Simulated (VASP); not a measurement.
Runs of VASP 6.6.1 on TiN. The structure is that of space group Fm-3m (No. 225), or close to it. The cells are those of the table. 

| spin | fixed moment (μB) | cell | gap on the mesh (eV) | pressure (GPa) | moment (μB) |
| --- | --- | --- | --- | --- | --- |
| collinear, ferromagnetic start | 0.125 | a = 2.973 Å, angles 60.0°, 2 atoms | - | (b) | 0.12 |
| collinear, ferromagnetic start | 0.5 | a = 2.973 Å, angles 60.0°, 2 atoms | - | 2.5 | 0.50 |
| collinear, ferromagnetic start | 0.375 | a = 2.932 Å, angles 60.0°, 2 atoms | - | 15.1 | 0.38 |
| collinear, ferromagnetic start | 0.5 | a = 3.050 Å, angles 60.0°, 2 atoms | - | -17.4 | 0.50 |
| collinear, ferromagnetic start | 1.0 | a = 3.050 Å, angles 60.0°, 2 atoms | - | -11.6 | 1.00 |
| off | - | a = 2.932 Å, angles 60.0°, 2 atoms | none | 13.9 | - |
| off | - | a = 2.849 Å, angles 60.0°, 2 atoms | none | 50.8 | - |
| collinear, ferromagnetic start | 0.125 | a = 2.932 Å, angles 60.0°, 2 atoms | - | (a) | 0.12 |

Alike in all rows: task single point; level PBEsol; potentials or basis VASP PAW PBE potentials, release 64 (Ti_sv, N); k mesh 20 × 20 × 20; cutoff (eV) 520; smearing gaussian 0.15 eV.

**Question.** Fill in the values left out.

**Answer.** (a) 14.0; (b) 0.6.

Caveats: the PAW data sets were made with another functional, which shifts forces and pressure a little; the total moment is fixed, so each spin has its own Fermi level (some runs).

A gap of «none» marks levels without a gap at the run's occupations.
